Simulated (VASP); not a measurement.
# AlAs in VASP: further runs

AlAs is run at these levels: PBEsol; tasks: single point.

All numbers are computed with VASP 6.6.1; they aren't measurements. Logs are shortened: lines on timing, memory, paths and dates and some standing lists are left out, and cuts for length are marked.

## (1) The cell of the first run

The cell holds a slab with vacuum, 18 atoms: a = 5.675 Å, b = 6.950 Å, c = 25.785 Å, α = 90.00°, β = 90.00°, γ = 114.09°.

## (2) Single point, PBEsol

Input file INCAR:

```
PREC = Accurate
ENCUT = 520
EDIFF = 1E-6
ISMEAR = 0
SIGMA = 0.05
LREAL = Auto
LASPH = T
NELM = 80
ALGO = Normal
ISIF = 2
LWAVE = F
LCHARG = F
LDIPOL = T
IDIPOL = 3
DIPOL = 0.5 0.5 0.500
GGA = PS
NBANDS = 51
```

Input file KPOINTS:

```
Automatic mesh
0
Gamma
  5 4 1
```

Input file POSCAR:

```
AlAs
1.0
    5.6745964866      0.0000000000      0.0000000000
   -2.8372982433      6.3443917445      0.0000000000
    0.0000000000      0.0000000000     25.7854659657
As Al
9 9
Direct
    0.1000000000      0.7000000000      0.2908615268
    0.8000000000      0.1000000000      0.3400705793
    0.5000000000      0.5000000000      0.3892796318
    0.2000000000      0.9000000000      0.4384886844
    0.9000000000      0.3000000000      0.4876977369
    0.6000000000      0.7000000000      0.5369067894
    0.3000000000      0.1000000000      0.5861158419
    0.0000000000      0.5000000000      0.6353248944
    0.7000000000      0.9000000000      0.6845339469
    0.7000000000      0.4000000000      0.3154660531
    0.4000000000      0.8000000000      0.3646751056
    0.1000000000      0.2000000000      0.4138841581
    0.8000000000      0.6000000000      0.4630932106
    0.5000000000      0.0000000000      0.5123022631
    0.2000000000      0.4000000000      0.5615113156
    0.9000000000      0.8000000000      0.6107203682
    0.6000000000      0.2000000000      0.6599294207
    0.3000000000      0.6000000000      0.7091384732
```

Potentials or basis: VASP PAW PBE potentials, release 64 (As, Al).

Launch:

```console
cat potpaw_PBE.64/As/POTCAR potpaw_PBE.64/Al/POTCAR > POTCAR
mpirun -np 1 vasp_std > vasp.out
```

OUTCAR:

```text
PREC = Accurate
   ENCUT = 520
   EDIFF = 1E-6
   ISMEAR = 0
   LREAL = Auto
   LASPH = T
   NELM = 80
   ISIF = 2
   GGA = PS

 ion  position               nearest neighbor table
   1  0.100  0.700  0.291-  10 2.46  11 2.46
   2  0.800  0.100  0.340-  10 2.46  11 2.46  12 2.46
   3  0.500  0.500  0.389-  10 2.46  11 2.46  12 2.46  13 2.46
   4  0.200  0.900  0.438-  14 2.46  13 2.46  12 2.46  11 2.46
   5  0.900  0.300  0.488-  15 2.46  14 2.46  13 2.46  12 2.46
   6  0.600  0.700  0.537-  15 2.46  14 2.46  13 2.46  16 2.46
   7  0.300  0.100  0.586-  16 2.46  15 2.46  17 2.46  14 2.46
   8  0.000  0.500  0.635-  16 2.46  17 2.46  18 2.46  15 2.46
   9  0.700  0.900  0.685-  16 2.46  17 2.46  18 2.46
  10  0.700  0.400  0.315-   3 2.46   2 2.46   1 2.46
  11  0.400  0.800  0.365-   3 2.46   2 2.46   1 2.46   4 2.46
  12  0.100  0.200  0.414-   3 2.46   4 2.46   2 2.46   5 2.46
  13  0.800  0.600  0.463-   4 2.46   5 2.46   3 2.46   6 2.46
  14  0.500  0.000  0.512-   4 2.46   5 2.46   6 2.46   7 2.46
  15  0.200  0.400  0.562-   5 2.46   6 2.46   7 2.46   8 2.46
  16  0.900  0.800  0.611-   9 2.46   8 2.46   7 2.46   6 2.46
  17  0.600  0.200  0.660-   9 2.46   8 2.46   7 2.46
  18  0.300  0.600  0.709-   9 2.46   8 2.46

  LATTYP: Found a base centered orthorhombic cell.
 ALAT       =     5.6745964866
 B/A-ratio  =     2.2360679775
 C/A-ratio  =     4.5440175397

  Lattice vectors:

 A1 = (   2.8372982433,  -6.3443917445,   0.0000000000)
 A2 = (   2.8372982433,   6.3443917445,   0.0000000000)
 A3 = (   0.0000000000,   0.0000000000,  25.7854659657)

Analysis of symmetry for initial positions (statically):
=====================================================================
 Subroutine PRICEL returns:
 Original cell was already a primitive cell.

 Routine SETGRP: Setting up the symmetry group for a
 base centered orthorhombic supercell.

 Subroutine GETGRP returns: Found  1 space group operations
 (whereof  1 operations were pure point group operations)
 out of a pool of  8 trial point group operations.

The static configuration has the point symmetry C_1 .

Analysis of symmetry for dynamics (positions and initial velocities):
=====================================================================
 Subroutine PRICEL returns:
 Original cell was already a primitive cell.

 Routine SETGRP: Setting up the symmetry group for a
 base centered orthorhombic supercell.

 Subroutine GETGRP returns: Found  1 space group operations
 (whereof  1 operations were pure point group operations)
 out of a pool of  8 trial point group operations.

The dynamic configuration has the point symmetry C_1 .

 Subroutine INISYM returns: Found  1 space group operations
 (whereof  1 operations are pure point group operations),
 and found     1 'primitive' translations

----------------------------------------------------------------------------------------

                                     Primitive cell

  volume of cell :     928.3248

  direct lattice vectors                    reciprocal lattice vectors
     5.674596487  0.000000000  0.000000000     0.176223984  0.078809761  0.000000000
    -2.837298243  6.344391745  0.000000000     0.000000000  0.157619523  0.000000000
     0.000000000  0.000000000 25.785465966     0.000000000  0.000000000  0.038781537

  length of vectors
     5.674596487  6.949932944 25.785465966     0.193043702  0.157619523  0.038781537

  position of ions in fractional coordinates (direct lattice)
     0.100000000  0.700000000  0.290861527
     0.800000000  0.100000000  0.340070579
     0.500000000  0.500000000  0.389279632
     0.200000000  0.900000000  0.438488684
     0.900000000  0.300000000  0.487697737
     0.600000000  0.700000000  0.536906789
[... 10 lines left out ...]
     0.600000000  0.200000000  0.659929421
     0.300000000  0.600000000  0.709138473

  ion indices of the primitive-cell ions
   primitive index   ion index
                 1           1
                 2           2
                 3           3
                 4           4
                 5           5
                 6           6
[... 10 lines left out ...]
                17          17
                18          18

----------------------------------------------------------------------------------------
[... 36 lines left out ...]
|                                                                             |
 -----------------------------------------------------------------------------

 WARNING: IBZKPT: internal override: KBLOWUP is changed to .FALSE.
      ... skipping the blow-up phase ...

 Subroutine IBZKPT returns following result:
 ===========================================

 Found     11 irreducible k-points:

 Following reciprocal coordinates:
            Coordinates               Weight
  0.000000  0.000000  0.000000      1.000000
  0.200000  0.000000  0.000000      2.000000
  0.400000  0.000000  0.000000      2.000000
  0.000000  0.250000  0.000000      2.000000
  0.200000  0.250000  0.000000      2.000000
  0.400000  0.250000  0.000000      2.000000
 -0.400000  0.250000  0.000000      2.000000
 -0.200000  0.250000  0.000000      2.000000
  0.000000  0.500000  0.000000      1.000000
  0.200000  0.500000  0.000000      2.000000
  0.400000  0.500000  0.000000      2.000000
   k-points           NKPTS =     11   k-points in BZ     NKDIM =     11   number of bands    NBANDS=     51
   number of dos      NEDOS =    301   number of ions     NIONS =     18
   total plane-waves  NPLWV = 435456
   dimension x,y,z NGX =    42 NGY =   54 NGZ =  192
   dimension x,y,z NGXF=    84 NGYF=  108 NGZF=  384
   ions per type =               9   9
   NGX,Y,Z   is equivalent  to a cutoff of  12.30, 12.92, 12.38 a.u.
   NGXF,Y,Z  is equivalent  to a cutoff of  24.61, 25.83, 24.76 a.u.
 SYSTEM =  unknown system
   PREC   = accura    normal or accurate (medium, high low for compatibility)
   ISTART =      0    job   : 0-new  1-cont  2-samecut
   ICHARG =      2    charge: 1-file 2-atom 10-const
   ISPIN  =      1    spin polarized calculation?
   LNONCOLLINEAR =      F non collinear calculations
   LSORBIT =      F    spin-orbit coupling
   LASPH  =      T    aspherical Exc in radial PAW
   ENCUT  =  520.0 eV  38.22 Ry    6.18 a.u.  10.55 12.92 47.94*2*pi/ulx,y,z
   NELM   =     80;   NELMIN=  2; NELMDL= -5     # of ELM steps
   EDIFF  = 0.1E-05   stopping-criterion for ELM
   LREAL  =      T    real-space projection
   EDIFFG = 0.1E-04   stopping-criterion for IOM
   NSW    =      0    number of steps for IOM
   IBRION =     -1    ionic relax: 0-MD 1-quasi-New 2-CG
   NFREE  =      0    steps in history (QN), initial steepest desc. (CG)
   ISIF   =      2    stress and relaxation
   ISYM   =      2    0-nonsym 1-usesym 2-fastsym
   POTIM  = 0.5000    time-step for ionic-motion
   TEBEG  =    0.0;   TEEND  =   0.0 temperature during run
   PSTRESS=    0.0 pullay stress
   NELECT =      72.0000    total number of electrons
   NUPDOWN=      -1.0000    fix difference up-down
   EMIN   =  10.00;   EMAX   =-10.00  energy-range for DOS
   EFERMI =   0.00;   METHOD = LEGACY
   ISMEAR =     0;   SIGMA  =   0.05  broadening in eV -4-tet -1-fermi 0-gaus
   EFERMI_NEDOS =   21; number of points for ismear=-14 and -15
   IALGO  =     38    algorithm
   IMIX   =      4    mixing-type and parameters
     AMIX     =   0.40;   BMIX     =  1.00
     AMIX_MAG =   1.60;   BMIX_MAG =  1.00
  volume/ion in A,a.u.               =      51.57       348.04
  Fermi-wavevector in a.u.,A,eV,Ry     =   0.698156  1.319323  6.631772  0.487422
  Thomas-Fermi vector in A             =   1.781681
   LORBIT       =      0    0 simple, 1 ext, 2 COOP (PROOUT), +10 PAW based schemes
   GGA     = PS    functional components
   LHFCALC =     F    Hartree Fock is set to
   AEXX    =    0.0000 exact exchange contribution
   IVDW    =     0    specifies the selected vdW correction
   LEPSILON=     F    determine dielectric tensor
   LRPA    =     F    only Hartree local field effects (RPA)
 non-spin polarized calculation
 Gauss-broadening in eV      SIGMA  =   0.05
  energy-cutoff  :      520.00
  volume of cell :      928.32
 maximum number of plane-waves:     25078
 NGX is ok and might be reduce to    42
   NGX = 21   NGY = 25   NGZ = 95

 dipolmoment           0.000000      0.000000      0.153031 electrons x Angstroem

 number of electron      71.9999999 magnetization

 dipolmoment           0.000000      0.000000     -0.098962 electrons x Angstroem

 Free energy of the ion-electron system (eV)
  ---------------------------------------------------
  ext. energy  EPLUGINS =         0.00000000
  ---------------------------------------------------
  free energy    TOTEN  =       -82.70819881 eV

  energy without entropy =      -82.69487208  energy(sigma->0) =      -82.70153544

 E-fermi :  -0.7450     XC(G=0):  -4.7532

 val. band max:       -0.7802074667   @ k =  -0.4000   0.2500   0.0000
 cond. band min:      -0.7359453243   @ k =   0.2000   0.0000   0.0000
 fundamental gap:      0.0442621424
 Fermi energy:        -0.7449929728

 k-point     1 :       0.0000    0.0000    0.0000
  band No.  band energies     occupation
      1     -12.9837      2.00000
      2     -12.4552      2.00000
      3     -11.7878      2.00000
      4     -11.4120      2.00000
      5     -11.3151      2.00000
      6     -11.2344      2.00000
[... 550 lines left out ...]
     47       2.7026      0.00000
     48       2.8718      0.00000
 [bands above 48 left out]

------------------------ aborting loop because EDIFF is reached ----------------------------------------

 vacuum level on the upper side and lower side of the slab       (xc-potential included)        -0.349         0.135

  FORCE on cell =-STRESS in cart. coord.  units (eV):
  Direction    XX          YY          ZZ          XY          YZ          ZX
  --------------------------------------------------------------------------------------
  -------------------------------------------------------------------------------------
  Total       -3.3291428     -3.5852341      0.1351829      0.4590161     -0.8593107      0.7040920
  in kB       -5.7457013     -6.1876842      0.2333095      0.7922068     -1.4830672      1.2151784
  external PRESSURE =      -3.9000253 kB  Pullay stress =       0.0000000 kB

 VOLUME and BASIS-vectors are now :
 -----------------------------------------------------------------------------
  energy-cutoff  :      520.00
  volume of cell :      928.32
      direct lattice vectors                 reciprocal lattice vectors
     5.674596487  0.000000000  0.000000000     0.176223984  0.078809761  0.000000000
    -2.837298243  6.344391745  0.000000000     0.000000000  0.157619523  0.000000000
     0.000000000  0.000000000 25.785465966     0.000000000  0.000000000  0.038781537

 POSITION                                       TOTAL-FORCE (eV/Angst)
 -----------------------------------------------------------------------------------
     -1.41865      4.44107      7.50000        -0.570430      0.125109     -0.364092
      4.25595      0.63444      8.76888         0.111624     -0.535519     -0.513929
      1.41865      3.17220     10.03776        -0.301909     -0.243566     -0.180136
     -1.41865      5.70995     11.30664        -0.160731      0.000435      0.247426
      4.25595      1.90332     12.57551        -0.077454      0.056652      0.192989
      1.41865      4.44107     13.84439        -0.068310     -0.052411     -0.055697
[... 10 lines left out ...]
      2.83730      1.26888     17.01659         0.328369     -0.526714     -0.505788
     -0.00000      3.80664     18.28547         0.720526     -0.057330     -0.438462
 -----------------------------------------------------------------------------------
    total drift:                               -0.019399      0.014437      0.010868

  FREE ENERGIE OF THE ION-ELECTRON SYSTEM (eV)
  ---------------------------------------------------
  free  energy   TOTEN  =       -82.7081988060 eV

  energy  without entropy=      -82.6948720773  energy(sigma->0) =      -82.70153544

 vacuum level on the upper side and lower side of the slab         3.680         4.174
```

Run time: 18 min. Hardware: 1 thread of AMD EPYC 7R13 (Zen 3), shared host; peak memory 0.95 GiB.

Results:

- Free energy: -82.7082 eV
- Largest force: 1.696 eV/Å
- Band gap on the k mesh: 0.01 eV (least direct gap 0.08 eV)

Forces in eV/Å, atoms in the order of the input:
```
As  -0.570  0.125 -0.364
As   0.112 -0.536 -0.514
As  -0.302 -0.244 -0.180
As  -0.161  0.000  0.247
As  -0.077  0.057  0.193
As  -0.068 -0.052 -0.056
As  -0.295  0.182  0.297
As  -0.486  0.040  0.325
As  -0.087  0.337  0.633
Al   1.172  0.622  1.057
Al  -0.216 -0.070 -0.171
Al  -0.142  0.086 -0.152
Al   0.192  0.013 -0.060
Al   0.118  0.004 -0.115
Al   0.112 -0.128 -0.233
Al  -0.350  0.149  0.038
Al   0.328 -0.527 -0.506
Al   0.721 -0.057 -0.438
```

Levels at points of the mesh, in eV from the valence-band top:
```csv
k point,band 34,band 35,band 36,band 37,band 38,band 39
"(0.00, 0.00, 0.00)",-0.67,-0.60,-0.16,0.12,0.24,0.85
"(0.00, 0.50, 0.00)",-0.77,-0.74,-0.16,0.01,0.56,0.89
```

Caveat: the smearing spreads over this small gap; semilocal functionals underestimate gaps, and a narrow one can read as zero; the PAW data sets were made with another functional, which shifts forces and pressure a little.

## (3) Single point, PBEsol

Edit INCAR of step 2 so:

```diff
@@ -11,3 +11,3 @@
 LWAVE = F
-LCHARG = F
+LCHARG = T
 LDIPOL = T
@@ -16,2 +16,5 @@
 GGA = PS
+LELF = T
+LVHAR = T
+LVACPOTAV = T
 NBANDS = 51
```

Input file KPOINTS:

```
regular mesh
0
Gamma
  5 4 1
```

Input file POSCAR:

```
AlAs
1.0
    5.6745964866      0.0000000000      0.0000000000
   -2.8372982433      6.3443917445      0.0000000000
    0.0000000000      0.0000000000     25.7854659657
As Al
9 9
Direct
    0.0404591860      0.7976074510      0.2955216835
    0.8198834584      0.0637429821      0.3353381437
    0.4699656876      0.4901219195      0.3871207764
    0.1961115529      0.8875326379      0.4411532031
    0.8814136929      0.2938793755      0.4854755061
    0.5981574975      0.6924330188      0.5397455078
    0.2849837181      0.0992874002      0.5841194310
   -0.0008465190      0.4982620137      0.6381023934
    0.7045571228      0.9116678624      0.6926252537
    0.8021989339      0.4439810551      0.3329005434
    0.3758840865      0.8081008509      0.3612961557
    0.0837806188      0.1775812806      0.4147456009
    0.7782799379      0.5953064785      0.4624878944
    0.4943647843     -0.0107902653      0.5147042254
    0.1802130779      0.3982911751      0.5601293667
    0.8957854099      0.8106295297      0.6167365279
    0.5793715129      0.2033206784      0.6592360646
    0.4154362409      0.5390445558      0.6785617223
```

Potentials or basis: VASP PAW PBE potentials, release 64 (As, Al).

Launch:

```console
cat potpaw_PBE.64/As/POTCAR potpaw_PBE.64/Al/POTCAR > POTCAR
mpirun -np 1 vasp_std > vasp.out
```

Wall time 19 min (1 thread of AMD EPYC 7R13 (Zen 3), shared host); peak memory 0.95 GiB.

Results (log left out):

```yaml
Free_energy: -84.9135 eV
Largest_force: 0.038 eV/Å
Band_gap_on_the_k_mesh: zero (bands 36 and 37 overlap by 0.09 eV)
```

Forces in eV/Å, atoms in the order of the input:
```
As  -0.003  0.015 -0.035
As  -0.003 -0.002 -0.017
As  -0.015  0.001 -0.003
As   0.006  0.002  0.009
As   0.003  0.001  0.000
As   0.001  0.001 -0.001
As   0.000  0.000  0.006
As  -0.015  0.005  0.004
As   0.005  0.017  0.025
Al   0.024 -0.009  0.005
Al  -0.001 -0.012 -0.014
Al  -0.003  0.008  0.002
Al  -0.003 -0.007 -0.008
Al   0.000  0.007 -0.001
Al  -0.001 -0.003  0.000
Al   0.000 -0.005  0.004
Al  -0.006  0.000  0.018
Al   0.010 -0.018  0.006
```

Levels at points of the mesh, in eV from the Fermi level:
| k point | band 32 | band 33 | band 34 | band 35 | band 36 | band 37 | band 38 | band 39 | band 40 | band 41 |
| --- | --- | --- | --- | --- | --- | --- | --- | --- | --- | --- |
| (0.00, 0.00, 0.00) | -1.06 | -0.87 | -0.54 | -0.39 | -0.19 | 0.73 | 1.03 | 1.73 | 1.90 | 2.29 |
| (0.00, 0.50, 0.00) | -1.27 | -1.13 | -1.02 | -0.57 | -0.29 | -0.04 | 0.93 | 1.21 | 1.82 | 1.89 |

Caveat: the PAW data sets were made with another functional, which shifts forces and pressure a little.

The gap in the log of VASP goes by the Fermi energy; the results here count the filled bands.